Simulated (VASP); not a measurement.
Here is a VASP 6.6.1 calculation.

Contents of INCAR:

```
SYSTEM = TiS2
PREC     = Accurate       ! precision mode
ENCUT    = 500            ! plane-wave cutoff, eV
EDIFF    = 1E-6           ! SCF threshold, eV
ISMEAR   = -1             ! smearing method
SIGMA    = 0.15           ! smearing width, eV
LREAL    = .FALSE.        ! projectors in reciprocal space
LASPH    = .TRUE.         ! aspherical terms in the spheres
NELM     = 120            ! most SCF steps
ALGO     = Normal         ! electronic algorithm
ISIF     = 2              ! what is computed and relaxed
LWAVE    = .FALSE.        ! write WAVECAR
LCHARG   = .FALSE.        ! write CHGCAR
GGA      = PE             ! functional
IVDW     = 12             ! dispersion correction
NBANDS   = 19             ! bands
GGA_COMPAT= .FALSE.
```

Contents of KPOINTS:

```
Automatic mesh
0
G
  15 15 8
  0 0 0
```

File POSCAR:

```
TiS2
1.0
    3.3575623939      0.0000000000      0.0000000000
   -1.6787811970      2.9077343279      0.0000000000
    0.0000000000      0.0000000000      5.5194087031
Ti S
1 2
Direct
    0.0000000000      0.0000000000      0.0000000000
    0.3333333333      0.6666666667      0.2591954628
    0.6666666667      0.3333333333      0.7408045372
```

Potentials or basis: VASP PAW PBE potentials, release 64 (Ti_sv, S).

Command:

```console
$ cat potpaw_PBE.64/Ti_sv/POTCAR potpaw_PBE.64/S/POTCAR > POTCAR
$ mpirun -np 1 vasp_std > vasp.out
```

(1) What does it give for the band gap on the k mesh?

(2) Predict the pressure.

(3) Estimate the dispersion energy per atom.

Results:

(1) zero (band 12 reaches 6.34 eV, above the bottom of band 13 at 6.07 eV).

(2) 0.0 GPa.

(3) -0.411 eV.

Caveat: pairwise dispersion overbinds metals, which lowers pressure and volume.
